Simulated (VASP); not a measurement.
La:

```
La
1.0
     3.77000    0.00000    0.00000
    -1.88500    3.26492    0.00000
     0.00000    0.00000   12.15900
La
4
Cartesian
  0.0000 0.0000 0.0000
  0.0000 0.0000 6.0795
  0.0000 2.1766 9.1193
  1.8850 1.0883 3.0398
```

```yaml
Program: VASP 6.6.1
Task: relaxation of cell and atoms
Functional: PBEsol
Potentials_or_basis: VASP PAW PBE potentials, release 64 (La)
Cutoff: 600 eV
k_mesh: 6 × 6 × 2
Occupations: methfessel-paxton, width 0.1 eV
Spin: no spin polarisation
```

At the start: pressure -2.1 GPa; volume 37.42 Å³/atom.

Problem. How do energy, volume and symmetry change on relaxing?

Solution. Over 3 steps the energy falls by 20.3 meV/atom and the volume is 34.41 Å³/atom (-8.0 %); space group P6_3/mmc (No. 194, to 0.1 Å) before and after.

Step by step:
| step | energy change (eV) | largest force (eV/Å) | pressure (GPa) | volume (Å³) |
| --- | --- | --- | --- | --- |
| 1 | 0.0000 | 0.0000 | -2.07 | 149.66 |
| 2 | -0.0788 | 0.0000 | -0.35 | 139.44 |
| 3 | -0.0811 | 0.0000 | -0.02 | 137.63 |

Final structure:
```cif
data_structure
_symmetry_space_group_name_H-M 'P 1'
_symmetry_Int_Tables_number 1
_cell_length_a 3.6687
_cell_length_b 3.6687
_cell_length_c 11.8074
_cell_angle_alpha 90.000
_cell_angle_beta 90.000
_cell_angle_gamma 120.000
_cell_volume 137.63
loop_
_atom_site_label
_atom_site_type_symbol
_atom_site_fract_x
_atom_site_fract_y
_atom_site_fract_z
_atom_site_occupancy
La1 La 0.00000 0.00000 0.00000 1
La2 La 0.00000 0.00000 0.50000 1
La3 La 0.33333 0.66667 0.75000 1
La4 La 0.66667 0.33333 0.25000 1
```

Caveat: the PAW data sets were made with another functional, which shifts forces and pressure a little.
